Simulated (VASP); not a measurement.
Runs of VASP 6.6.1 on NaI. It takes space group Fm-3m (No. 225, cubic). Conventional cell: a = 6.473 Å, b = 6.473 Å, c = 6.473 Å, α = 90.00°, β = 90.00°, γ = 90.00°. Na (site symmetry m-3m) has 6 I at 3.24 Å within 4.3 Å. Within 4.3 Å of I (site symmetry m-3m) lie 6 Na at 3.24 Å. 

| task | level | potentials or basis | spin | gap on the mesh (eV) | pressure (GPa) |
| --- | --- | --- | --- | --- | --- |
| single point | LDA | VASP PAW LDA potentials, release 64 (Na_pv, I) | off | 3.35 | -1.6 |
| electric field gradients | PBE | VASP PAW PBE potentials, release 64 (Na_pv, I) | non-collinear, zero start, SOC | - | (a) |
| single point | PBE | VASP PAW PBE potentials, release 64 (Na_pv, I) | off | (b) | 0.4 |
| single point | PBEsol | VASP PAW PBE potentials, release 64 (Na_pv, I) | off | 3.51 | -0.5 |

Alike in all rows: cell as given; k mesh 8 × 8 × 8; cutoff (eV) 520; smearing fermi-dirac 0.02 eV.

Fill in the values left out.

(a) 0.5; (b) 3.64.

Caveats: spin-orbit coupling is left out, which moves the levels of the heavy elements (at least some runs); the PAW data sets were made with another functional, which shifts forces and pressure a little (at least some runs).

A k mesh can miss the band edges, and rows without SOC leave out spin-orbit coupling on I.
